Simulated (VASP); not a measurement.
The system is Ge.

```
Ge
1.0
    -1.60842    1.60842    1.87318
     1.60842   -1.60842    1.87318
     1.60842    1.60842   -1.87318
Ge
1
Direct
  0.50000 0.50000 0.00000
```

```yaml
Program: VASP 6.6.1
Task: relaxation of cell and atoms
Functional: LDA
Potentials_or_basis: VASP PAW LDA potentials, release 64 (Ge_d)
Cutoff: 600 eV
k_mesh: 12 × 12 × 12
Occupations: fermi-dirac, width 0.05 eV
Spin: no spin polarisation
```

At the start: pressure -4.5 GPa; volume 19.38 Å³/atom.

Task: Where does the relaxation end?

Result: Over 6 steps the energy falls by 17.3 meV/atom and the volume is 18.13 Å³/atom (-6.5 %); space group I4/mmm (No. 139, to 0.1 Å) before and after.

The path:
```
step  energy change (eV)  largest force (eV/Å)  pressure (GPa)  volume (Å³)
   1              0.0000                0.0000           -4.46        19.38
   2             -0.0166                0.0000            0.73        17.91
   3             -0.0173                0.0000           -0.17        18.13
   4             -0.0172                0.0000            0.17        18.09
   5             -0.0173                0.0000           -0.09        18.14
   6             -0.0173                0.0000           -0.02        18.13
```

Final structure:
```xyz
1
Lattice="-1.5712 1.5712 1.8358 1.5712 -1.5712 1.8358 1.5712 1.5712 -1.8358" Properties=species:S:1:pos:R:3 pbc="T T T"
Ge    0.0000    0.0000    1.8358
```
